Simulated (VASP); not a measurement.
A run of VASP 6.6.1 is set up as follows.

The input POSCAR:

```
GaN
1.0
    3.2247144636      0.0000000001      0.0000000000
   -1.6123572319      2.7926846454      0.0000000000
    0.0000000000      0.0000000000      5.2526707838
Ga N
2 2
Direct
    0.3333333333      0.6666666667     -0.0008277438
    0.6666666667      0.3333333333      0.4991722562
    0.3333333333      0.6666666667      0.3758277438
    0.6666666667      0.3333333333      0.8758277438
```

Contents of INCAR.step1:

```
SYSTEM = GaN
PREC     = Accurate       ! precision mode
ENCUT    = 600            ! plane-wave cutoff, eV
ISMEAR   = 0              ! smearing method
SIGMA    = 0.05           ! smearing width, eV
LREAL    = .False.        ! projectors in reciprocal space
LASPH    = .True.         ! aspherical terms in the spheres
NELM     = 60             ! most SCF steps
GGA      = PE             ! functional
ALGO     = Normal         ! electronic algorithm
EDIFF    = 1E-4           ! SCF threshold, eV
LWAVE    = .True.         ! write WAVECAR
LCHARG   = .False.        ! write CHGCAR
```

Contents of INCAR.step2:

```
SYSTEM = GaN
PREC     = Accurate       ! precision mode
ENCUT    = 600            ! plane-wave cutoff, eV
EDIFF    = 1E-6           ! SCF threshold, eV
ISMEAR   = 0              ! smearing method
SIGMA    = 0.05           ! smearing width, eV
LREAL    = .False.        ! projectors in reciprocal space
LASPH    = .True.         ! aspherical terms in the spheres
NELM     = 60             ! most SCF steps
ALGO     = Normal         ! electronic algorithm
ISIF     = 4              ! what is computed and relaxed
LWAVE    = .False.        ! write WAVECAR
LCHARG   = .False.        ! write CHGCAR
METAGGA  = R2SCAN         ! meta-GGA
LMIXTAU  = .True.       
IBRION   = 2              ! ionic algorithm
NSW      = 60             ! ionic steps
EDIFFG   = -0.01          ! ionic threshold
ISTART   = 1
```

The input KPOINTS:

```
Automatic mesh
0
Gamma
  8 8 6
  0 0 0
```

Potentials or basis: VASP PAW PBE potentials, release 64 (Ga_d, N).

Run with:

```sh
$ cat potpaw_PBE.64/Ga_d/POTCAR potpaw_PBE.64/N/POTCAR > POTCAR
$ cp INCAR.step1 INCAR
$ mpirun -np 1 vasp_std > vasp.out
$ cp INCAR.step2 INCAR
$ mpirun -np 1 vasp_std > vasp.out
```

Task: Predict the band gap on the k mesh.

Result: 2.07 eV.

Stress tensor (GPa, compression positive):
```
-6.07  0.00  0.00
 0.00 -6.07  0.00
 0.00  0.00 -6.20
```

Caveat: the PAW data sets were made with another functional, which shifts forces and pressure a little. r2SCAN opens gaps a little over a GGA but as a rule still falls short of measured ones.
